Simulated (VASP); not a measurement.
A run of VASP 6.6.1 is set up as follows.

File INCAR:

```
SYSTEM = ReMo7S16
ALGO = Normal ; EDIFF = 1E-6
ENCUT = 520 ; GGA = PS
ISIF = 2 ; ISMEAR = 0
ISPIN = 2 ; LASPH = .TRUE.
LCHARG = .FALSE. ; LDAU = .TRUE.
LDAUJ = 0 0 0 ; LDAUL = 2 -1 -1
LDAUPRINT = 1 ; LDAUTYPE = 2
LDAUU = 2 0 0 ; LMAXMIX = 4
LORBIT = 11 ; LREAL = Auto
LUSENCCL = .FALSE. ; LWAVE = .FALSE.
MAGMOM = 3 0 0 0 0 0 0 0 0 0 0 0 0 0 0 0 0 0 0 0 0 0 0 0 ; NBANDS = 122
NELM = 150 ; PREC = Accurate
SIGMA = 0.05
```

The input KPOINTS:

```
k-points
0
G
  3 3 2
  0 0 0
```

File POSCAR:

```
ReMo7S16
1.0
    6.3379961000      0.0000000000      0.0000000000
   -3.1689980000      5.4888656000      0.0000000000
    0.0000000000      0.0000000000     12.3240000000
Re Mo S
1 7 16
Direct
    0.1666666667      0.3333333333      0.2500000000
    0.1648309489      0.8324154744      0.2500000000
    0.6675845256      0.3351690511      0.2500000000
    0.6675845256      0.8324154744      0.2500000000
    0.3333279472      0.1666720528      0.7500000000
    0.3333279472      0.6666558945      0.7500000000
    0.8333441055      0.1666720528      0.7500000000
    0.8333333333      0.6666666667      0.7500000000
    0.1666666667      0.3333333333      0.6241038936
    0.1667169548      0.8333584774      0.6240794844
    0.6666415226      0.3332830452      0.6240794844
    0.6666415226      0.8333584774      0.6240794844
    0.3321583312      0.1678416688      0.1250631807
    0.3321583312      0.6643166625      0.1250631807
    0.8356833375      0.1678416688      0.1250631807
    0.8333333333      0.6666666667      0.1235096617
    0.1666666667      0.3333333333      0.8758961064
    0.1667169548      0.8333584774      0.8759205156
    0.6666415226      0.3332830452      0.8759205156
    0.6666415226      0.8333584774      0.8759205156
    0.3321583312      0.1678416688      0.3749368193
    0.3321583312      0.6643166625      0.3749368193
    0.8356833375      0.1678416688      0.3749368193
    0.8333333333      0.6666666667      0.3764903383
```

Potentials or basis: VASP PAW PBE potentials, release 64 (Re, Mo_sv, S).

The run is started by

```bash
$ cat potpaw_PBE.64/Re/POTCAR potpaw_PBE.64/Mo_sv/POTCAR potpaw_PBE.64/S/POTCAR > POTCAR
$ mpirun -np 1 vasp_std > vasp.out
```

Q: What does it give for the pressure?

A: -1.6 GPa.

Q: What does it give for the net moment?

A: 0.00 μB per cell.

Q: Estimate the largest force.

A: 0.066 eV/Å.

Stress tensor (GPa, compression positive):
```
-2.49  0.00  0.00
 0.00 -2.49  0.00
 0.00  0.00  0.22
```

Caveat: the k points lie up to 0.38 Å⁻¹ apart; the PAW data sets were made with another functional, which shifts forces and pressure a little; this functional lacks dispersion, which binds layers or chains, so the pressure and a relaxed spacing across them are unreliable.
